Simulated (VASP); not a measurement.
# MgO (Amm2) in VASP: further runs

The runs below take MgO through single point, with PBE.

Program: VASP 6.6.1. These are calculated values, not measurements. Logs are shortened: lines on timing, memory, paths and dates and some standing lists are left out, and cuts for length are marked.

## (1) The cell of the first run

It takes space group Amm2 (No. 38, orthorhombic). Conventional cell: a = 2.680 Å, b = 2.938 Å, c = 4.987 Å, α = 90.00°, β = 90.00°, γ = 90.00°. Within 2.8 Å of Mg (site symmetry mm2) lie 6 O at 2.14 to 2.15 Å and 2 Mg at 2.68 Å. O (site symmetry mm2) has 6 Mg at 2.14 to 2.15 Å and 2 O at 2.68 Å within 2.8 Å.

## (2) Single point, PBE (strain -0.0200 x Voigt [0, 1, 0, 0, 0, 0])

Contents of INCAR:

```
PREC     = Accurate       # precision mode
ENCUT    = 520            # plane-wave cutoff, eV
EDIFF    = 1E-6           # SCF threshold, eV
ISMEAR   = 0              # smearing method
SIGMA    = 0.05           # smearing width, eV
LREAL    = False          # projectors in reciprocal space
LASPH    = True           # aspherical terms in the spheres
NELM     = 80             # most SCF steps
ALGO     = Normal         # electronic algorithm
ISIF     = 2              # what is computed and relaxed
LWAVE    = False          # write WAVECAR
LCHARG   = True           # write CHGCAR
GGA      = PE             # functional
LELF     = True           # ELF
LVHAR    = True         
NBANDS   = 11             # bands
```

Contents of KPOINTS:

```
Automatic mesh
0
Gamma
  9 9 8
```

Contents of POSCAR:

```
MgO
1.0
    2.9380209034      0.0000000000      0.0000000000
   -1.4690104517      2.4935127244      0.0000000000
    0.0000000000      0.0000000000      2.6796800000
Mg O
1 1
Direct
    0.0000000000      0.0000000000      0.0000000000
    0.3333333333      0.6666666667      0.5000000000
```

Potentials or basis: VASP PAW PBE potentials, release 64 (Mg, O).

On the command line:

```
$ cat potpaw_PBE.64/Mg/POTCAR potpaw_PBE.64/O/POTCAR > POTCAR
$ mpirun -np 1 vasp_std > vasp.out
```

OUTCAR:

```text
PREC = Accurate
   ENCUT = 520
   EDIFF = 1E-6
   ISMEAR = 0
   LREAL = False
   LASPH = True
   NELM = 80
   ISIF = 2
   GGA = PE

 ion  position               nearest neighbor table
   1  0.000  0.000  0.000-   2 2.14   2 2.14   2 2.15   2 2.15   2 2.15   2 2.15
   2  0.333  0.667  0.500-   1 2.14   1 2.14   1 2.15   1 2.15   1 2.15   1 2.15

  Warning from LATTYP: Monoclinic adjustment (A1->A3, A2->A1, A3->A2)!
  LATTYP: Found a base centered orthorhombic cell.
 ALAT       =     2.9380209034
 B/A-ratio  =     1.6974097914
 C/A-ratio  =     0.9120697531

  Lattice vectors:

 A1 = (   1.4690104517,  -2.4935127244,   0.0000000000)
 A2 = (   1.4690104517,   2.4935127244,   0.0000000000)
 A3 = (   0.0000000000,   0.0000000000,   2.6796800000)

Analysis of symmetry for initial positions (statically):
=====================================================================
 Subroutine PRICEL returns:
 Original cell was already a primitive cell.

 Routine SETGRP: Setting up the symmetry group for a
 base centered orthorhombic supercell.

 Subroutine GETGRP returns: Found  4 space group operations
 (whereof  4 operations were pure point group operations)
 out of a pool of  8 trial point group operations.

The static configuration has the point symmetry C_2v.

Analysis of symmetry for dynamics (positions and initial velocities):
=====================================================================
 Subroutine PRICEL returns:
 Original cell was already a primitive cell.

 Routine SETGRP: Setting up the symmetry group for a
 base centered orthorhombic supercell.

 Subroutine GETGRP returns: Found  4 space group operations
 (whereof  4 operations were pure point group operations)
 out of a pool of  8 trial point group operations.

The dynamic configuration has the point symmetry C_2v.

 Subroutine INISYM returns: Found  4 space group operations
 (whereof  4 operations are pure point group operations),
 and found     1 'primitive' translations

----------------------------------------------------------------------------------------

                                     Primitive cell

  volume of cell :      19.6313

  direct lattice vectors                    reciprocal lattice vectors
     2.938020903  0.000000000  0.000000000     0.340365175  0.200520332  0.000000000
    -1.469010452  2.493512724  0.000000000     0.000000000  0.401040665  0.000000000
     0.000000000  0.000000000  2.679680000     0.000000000  0.000000000  0.373178887

  length of vectors
     2.938020903  2.894062441  2.679680000     0.395040322  0.401040665  0.373178887

  position of ions in fractional coordinates (direct lattice)
     0.000000000  0.000000000  0.000000000
     0.333333333  0.666666667  0.500000000

  ion indices of the primitive-cell ions
   primitive index   ion index
                 1           1
                 2           2

----------------------------------------------------------------------------------------

 KPOINTS: Automatic mesh

Automatic generation of k-mesh.
 Grid dimensions read from file:
 generate k-points for:    9    9    8

 Generating k-lattice:

  Cartesian coordinates                     Fractional coordinates (reciprocal lattice)
     0.037818353  0.022280037  0.000000000     0.111111111 -0.000000000  0.000000000
     0.000000000  0.044560074  0.000000000     0.000000000  0.111111111  0.000000000
     0.000000000  0.000000000  0.046647361     0.000000000  0.000000000  0.125000000

  Length of vectors
     0.043893369  0.044560074  0.046647361

  Shift w.r.t. Gamma in fractional coordinates (k-lattice)
     0.000000000  0.000000000  0.000000000

 Subroutine IBZKPT returns following result:
 ===========================================

 Found    125 irreducible k-points:

 Following reciprocal coordinates:
            Coordinates               Weight
  0.000000  0.000000  0.000000      1.000000
  0.111111  0.000000  0.000000      4.000000
  0.222222  0.000000  0.000000      4.000000
  0.333333  0.000000  0.000000      4.000000
  0.444444  0.000000  0.000000      4.000000
  0.000000  0.111111  0.000000      2.000000
[... 16 lines left out ...]
  0.333333  0.333333  0.000000      2.000000
  0.000000  0.444444  0.000000      2.000000
 [... further k-points ...]
   k-points           NKPTS =    125   k-points in BZ     NKDIM =    125   number of bands    NBANDS=     11
   number of dos      NEDOS =    301   number of ions     NIONS =      2
   total plane-waves  NPLWV =  11520
   dimension x,y,z NGX =    24 NGY =   24 NGZ =   20
   dimension x,y,z NGXF=    48 NGYF=   48 NGZF=   40
   ions per type =               1   1
   NGX,Y,Z   is equivalent  to a cutoff of  13.58, 13.79, 12.41 a.u.
   NGXF,Y,Z  is equivalent  to a cutoff of  27.16, 27.57, 24.82 a.u.
 SYSTEM =  unknown system
   PREC   = accura    normal or accurate (medium, high low for compatibility)
   ISTART =      0    job   : 0-new  1-cont  2-samecut
   ICHARG =      2    charge: 1-file 2-atom 10-const
   ISPIN  =      1    spin polarized calculation?
   LNONCOLLINEAR =      F non collinear calculations
   LSORBIT =      F    spin-orbit coupling
   LASPH  =      T    aspherical Exc in radial PAW
   ENCUT  =  520.0 eV  38.22 Ry    6.18 a.u.   5.46  5.38  4.98*2*pi/ulx,y,z
   NELM   =     80;   NELMIN=  2; NELMDL= -5     # of ELM steps
   EDIFF  = 0.1E-05   stopping-criterion for ELM
   LREAL  =      F    real-space projection
   EDIFFG = 0.1E-04   stopping-criterion for IOM
   NSW    =      0    number of steps for IOM
   IBRION =     -1    ionic relax: 0-MD 1-quasi-New 2-CG
   NFREE  =      0    steps in history (QN), initial steepest desc. (CG)
   ISIF   =      2    stress and relaxation
   ISYM   =      2    0-nonsym 1-usesym 2-fastsym
   POTIM  = 0.5000    time-step for ionic-motion
   TEBEG  =    0.0;   TEEND  =   0.0 temperature during run
   PSTRESS=    0.0 pullay stress
   NELECT =       8.0000    total number of electrons
   NUPDOWN=      -1.0000    fix difference up-down
   EMIN   =  10.00;   EMAX   =-10.00  energy-range for DOS
   EFERMI =   0.00;   METHOD = LEGACY
   ISMEAR =     0;   SIGMA  =   0.05  broadening in eV -4-tet -1-fermi 0-gaus
   EFERMI_NEDOS =   21; number of points for ismear=-14 and -15
   IALGO  =     38    algorithm
   IMIX   =      4    mixing-type and parameters
     AMIX     =   0.40;   BMIX     =  1.00
     AMIX_MAG =   1.60;   BMIX_MAG =  1.00
  volume/ion in A,a.u.               =       9.82        66.24
  Fermi-wavevector in a.u.,A,eV,Ry     =   1.213729  2.293615 20.043257  1.473138
  Thomas-Fermi vector in A             =   2.349172
   LORBIT       =      0    0 simple, 1 ext, 2 COOP (PROOUT), +10 PAW based schemes
   GGA     = PE    functional components
   LHFCALC =     F    Hartree Fock is set to
   AEXX    =    0.0000 exact exchange contribution
   IVDW    =     0    specifies the selected vdW correction
   LEPSILON=     F    determine dielectric tensor
   LRPA    =     F    only Hartree local field effects (RPA)
 non-spin polarized calculation
 Gauss-broadening in eV      SIGMA  =   0.05
  energy-cutoff  :      520.00
  volume of cell :       19.63
 maximum number of plane-waves:       546
 NGX is ok and might be reduce to    24
   NGX = 11   NGY = 11   NGZ =  9

 number of electron       7.9999994 magnetization

 Free energy of the ion-electron system (eV)
  ---------------------------------------------------
  ext. energy  EPLUGINS =         0.00000000
  ---------------------------------------------------
  free energy    TOTEN  =       -11.22321339 eV

  energy without entropy =      -11.22321339  energy(sigma->0) =      -11.22321339

 E-fermi :   3.6863     XC(G=0): -10.8293

 val. band max:        3.4362650964   @ k =   0.0000   0.0000   0.5000
 cond. band min:       6.5860088105   @ k =   0.0000   0.0000   0.0000
 fundamental gap:      3.1497437141
 Fermi energy:         3.6862918511

 k-point     1 :       0.0000    0.0000    0.0000
  band No.  band energies     occupation
      1     -14.0731      2.00000
      2       2.8431      2.00000
      3       2.9520      2.00000
      4       2.9625      2.00000
      5       6.5860      0.00000
      6      15.3422      0.00000
      7      19.1031      0.00000
      8      19.5863      0.00000
      9      23.5998      0.00000
     10      24.4436      0.00000
     11      25.9842      0.00000

 k-point     2 :       0.1111    0.0000    0.0000
  band No.  band energies     occupation
      1     -13.9622      2.00000
      2       2.0678      2.00000
      3       2.8366      2.00000
      4       3.0031      2.00000
      5       7.3304      0.00000
      6      15.4112      0.00000
      7      18.0429      0.00000
      8      19.7927      0.00000
      9      24.2095      0.00000
     10      24.7950      0.00000
     11      26.4298      0.00000

 k-point     3 :       0.2222    0.0000    0.0000
  band No.  band energies     occupation
      1     -13.6658      2.00000
      2       0.6237      2.00000
      3       2.6179      2.00000
      4       3.1087      2.00000
      5       8.6318      0.00000
      6      14.9307      0.00000
      7      17.2814      0.00000
      8      20.5412      0.00000
      9      23.5809      0.00000
     10      24.5231      0.00000
     11      27.3771      0.00000

 k-point     4 :       0.3333    0.0000    0.0000
  band No.  band energies     occupation
      1     -13.2971      2.00000
      2      -0.6615      2.00000
      3       2.3859      2.00000
      4       3.2336      2.00000
      5       9.7020      0.00000
      6      14.1829      0.00000
      7      17.1591      0.00000
      8      21.2820      0.00000
      9      22.8235      0.00000
     10      24.6072      0.00000
     11      29.0291      0.00000

 k-point     5 :       0.4444    0.0000    0.0000
  band No.  band energies     occupation
      1     -13.0337      2.00000
      2      -1.4145      2.00000
      3       2.2423      2.00000
      4       3.3182      2.00000
      5      10.1866      0.00000
      6      14.1317      0.00000
      7      16.6862      0.00000
      8      21.6754      0.00000
      9      22.3183      0.00000
     10      25.4291      0.00000
     11      28.6802      0.00000
[... 211 lines left out ...]
 k-point    21 :       0.1111    0.3333    0.0000
  band No.  band energies     occupation
      1     -13.0625      2.00000
      2      -0.9653      2.00000
      3       1.7325      2.00000
      4       3.3161      2.00000
      5      10.3313      0.00000
      6      14.1381      0.00000
      7      16.9328      0.00000
      8      21.1947      0.00000
      9      22.7097      0.00000
     10      25.3438      0.00000
     11      26.9725      0.00000

 k-point    22 :       0.2222    0.3333    0.0000
  band No.  band energies     occupation
      1     -12.8931      2.00000
      2      -0.8702      2.00000
      3       0.7139      2.00000
      4       3.3719      2.00000
      5      11.4291      0.00000
      6      14.3545      0.00000
      7      16.1391      0.00000
      8      22.1321      0.00000
      9      22.7445      0.00000
     10      25.3612      0.00000
     11      25.3627      0.00000

 k-point    23 :       0.3333    0.3333    0.0000
  band No.  band energies     occupation
      1     -12.8373      2.00000
      2      -0.2795      2.00000
      3      -0.2436      2.00000
      4       3.3893      2.00000
      5      12.0143      0.00000
      6      15.0415      0.00000
      7      15.1010      0.00000
      8      22.8504      0.00000
      9      23.3495      0.00000
     10      24.7146      0.00000
     11      25.0263      0.00000

 k-point    24 :       0.0000    0.4444    0.0000
  band No.  band energies     occupation
      1     -12.9868      2.00000
      2      -1.3471      2.00000
      3       2.0764      2.00000
      4       3.3398      2.00000
      5      10.0103      0.00000
      6      14.2556      0.00000
      7      16.7437      0.00000
      8      21.3072      0.00000
      9      22.4646      0.00000
     10      25.6339      0.00000
     11      28.4919      0.00000

 [... further k-points ...]

------------------------ aborting loop because EDIFF is reached ----------------------------------------

  FORCE on cell =-STRESS in cart. coord.  units (eV):
  Direction    XX          YY          ZZ          XY          YZ          ZX
  --------------------------------------------------------------------------------------
  -------------------------------------------------------------------------------------
  Total        0.1489315      0.7488345     -0.1494453      0.0000000      0.0000000      0.0000000
  in kB       12.1547940     61.1148843    -12.1967338      0.0000000      0.0000000      0.0000000
  external PRESSURE =      20.3576482 kB  Pullay stress =       0.0000000 kB

 VOLUME and BASIS-vectors are now :
 -----------------------------------------------------------------------------
  energy-cutoff  :      520.00
  volume of cell :       19.63
      direct lattice vectors                 reciprocal lattice vectors
     2.938020903  0.000000000  0.000000000     0.340365175  0.200520332  0.000000000
    -1.469010452  2.493512724  0.000000000     0.000000000  0.401040665  0.000000000
     0.000000000  0.000000000  2.679680000     0.000000000  0.000000000  0.373178887

 POSITION                                       TOTAL-FORCE (eV/Angst)
 -----------------------------------------------------------------------------------
      0.00000      0.00000      0.00000        -0.000000     -0.011547      0.000000
     -0.00000      1.66234      1.33984         0.000000      0.011547      0.000000
 -----------------------------------------------------------------------------------
    total drift:                                0.000000     -0.000069      0.000000

  FREE ENERGIE OF THE ION-ELECTRON SYSTEM (eV)
  ---------------------------------------------------
  free  energy   TOTEN  =       -11.2232133871 eV

  energy  without entropy=      -11.2232133871  energy(sigma->0) =      -11.22321339
```

Run time: 26 s. Hardware: 1 thread of Intel Xeon 8259CL, shared host; peak memory 0.15 GiB.

What came out:

* Free energy: -11.2232 eV
* Pressure: 2.0 GPa
* Largest force: 0.012 eV/Å
* Band gap on the k mesh: 3.15 eV, indirect (least direct gap 3.62 eV)

Forces on the atoms (eV/Å):
```
Mg   0.000 -0.012  0.000
O    0.000  0.012  0.000
```

Caveat: the cell differs from its parent crystal (strain -0.0200 x Voigt [0, 1, 0, 0, 0, 0]). A k mesh can miss the band edges.

## (3) Single point, PBE (strain -0.0100 x Voigt [0, 1, 0, 0, 0, 0])

Contents of INCAR:

```
ALGO     = Normal         # electronic algorithm
EDIFF    = 1E-7           # SCF threshold, eV
ENCUT    = 520            # plane-wave cutoff, eV
GGA      = PE             # functional
ISIF     = 2              # what is computed and relaxed
ISMEAR   = 0              # smearing method
LASPH    = T              # aspherical terms in the spheres
LCHARG   = T              # write CHGCAR
LELF     = T              # ELF
LREAL    = F              # projectors in reciprocal space
LVHAR    = T            
LWAVE    = F              # write WAVECAR
NBANDS   = 11             # bands
NELM     = 100            # most SCF steps
PREC     = Accurate       # precision mode
SIGMA    = 0.05           # smearing width, eV
```

Contents of KPOINTS:

```
k-points
0
Gamma
  9 9 8
```

Contents of POSCAR:

```
MgO
1.0
    2.9380209034      0.0000000000      0.0000000000
   -1.4690104517      2.5189567318      0.0000000000
    0.0000000000      0.0000000000      2.6796800000
Mg O
1 1
Direct
    0.0000000000      0.0000000000      0.0000000000
    0.3333333333      0.6666666667      0.5000000000
```

Potentials or basis: VASP PAW PBE potentials, release 64 (Mg, O).

On the command line:

```
$ cat potpaw_PBE.64/Mg/POTCAR potpaw_PBE.64/O/POTCAR > POTCAR
$ mpirun -np 1 vasp_std > vasp.out
```

Wall time 29 s (1 thread of Intel Xeon 8259CL, shared host); peak memory 0.15 GiB.

The run converged. Its results:

```yaml
Free_energy: -11.2289 eV
Pressure: 0.6 GPa
Band_gap_on_the_k_mesh: 3.10 eV, indirect (least direct gap 3.51 eV)
```

Forces on the atoms (eV/Å):
```
Mg   0.000 -0.003  0.000
O    0.000  0.003  0.000
```

Stress tensor (GPa, compression positive):
```
 0.24  0.00  0.00
 0.00  2.65  0.00
 0.00  0.00 -0.98
```

Levels at points of the mesh, in eV from the valence-band top:
```
           k point  band 1  band 2  band 3  band 4  band 5  band 6  band 7  band 8
(0.00, 0.00, 0.00)  -17.45   -0.58   -0.52   -0.41    3.10   11.91   15.64   15.87
(0.00, 0.00, 0.50)  -16.37   -5.37   -0.07   -0.02    8.43    9.09   17.55   17.80
```

Caveat: the cell differs from its parent crystal (strain -0.0100 x Voigt [0, 1, 0, 0, 0, 0]).

## (4) Single point, PBE (strain +0.0300 x Voigt [0, 1, 0, 0, 0, 0])

Contents of INCAR:

```
PREC = Accurate
ENCUT = 520
EDIFF = 1E-7
ISMEAR = 0
SIGMA = 0.05
LREAL = F
LASPH = T
NELM = 60
ALGO = Normal
ISIF = 2
LWAVE = F
LCHARG = F
GGA = PE
NBANDS = 11
```

Contents of KPOINTS:

```
Automatic mesh
0
Gamma
  9 9 8
```

Contents of POSCAR:

```
MgO
1.0
    2.9380209034      0.0000000000      0.0000000000
   -1.4690104517      2.6207327614      0.0000000000
    0.0000000000      0.0000000000      2.6796800000
Mg O
1 1
Direct
    0.0000000000      0.0000000000      0.0000000000
    0.3333333333      0.6666666667      0.5000000000
```

On the command line:

```
$ cat potpaw_PBE.64/Mg/POTCAR potpaw_PBE.64/O/POTCAR > POTCAR
$ mpirun -np 1 vasp_std > vasp.out
```

It took 27 s on 1 thread of Intel Xeon 8259CL, shared host; peak memory 0.15 GiB.

It converged, with:

* Free energy: -11.2113 eV
* Pressure: -4.1 GPa
* Largest force: 0.021 eV/Å
* Band gap on the k mesh: 2.69 eV, indirect (least direct gap 3.06 eV)

Forces on the atoms (eV/Å):
```
Mg   0.000 -0.021  0.000
O    0.000  0.021  0.000
```

Stress tensor (GPa, compression positive):
```
-2.86  0.00  0.00
 0.00 -9.67  0.00
 0.00  0.00  0.22
```

Levels at points of the mesh, in eV from the valence-band top:
| k point | band 1 | band 2 | band 3 | band 4 | band 5 | band 6 | band 7 | band 8 |
| --- | --- | --- | --- | --- | --- | --- | --- | --- |
| (0.00, 0.00, 0.00) | -17.39 | -0.84 | -0.68 | -0.37 | 2.69 | 11.74 | 14.71 | 15.34 |
| (0.00, 0.00, 0.50) | -16.34 | -5.27 | -0.30 | -0.17 | 7.82 | 8.75 | 16.83 | 17.57 |

Caveat: the cell differs from its parent crystal (strain +0.0300 x Voigt [0, 1, 0, 0, 0, 0]).

## (5) The runs side by side

| cell | gap on the mesh (eV) | pressure (GPa) | largest force (eV/Å) |
| --- | --- | --- | --- |
| a = 2.938, b = 2.894, c = 2.680 Å, angles 90.0, 90.0, 120.5°, 2 atoms | 3.15 | 2.0 | 0.01 |
| a = 2.938, b = 2.916, c = 2.680 Å, angles 90.0, 90.0, 120.2°, 2 atoms | 3.10 | 0.6 | - |
| a = 2.938, b = 3.004, c = 2.680 Å, angles 90.0, 90.0, 119.3°, 2 atoms | 2.69 | -4.1 | 0.02 |

Alike in all rows: task single point; level PBE; potentials or basis VASP PAW PBE potentials, release 64 (Mg, O); no spin polarisation; k mesh 9 × 9 × 8; cutoff (eV) 520; smearing gaussian 0.05 eV.

Absolute energies hang on the potentials; compare differences alone.
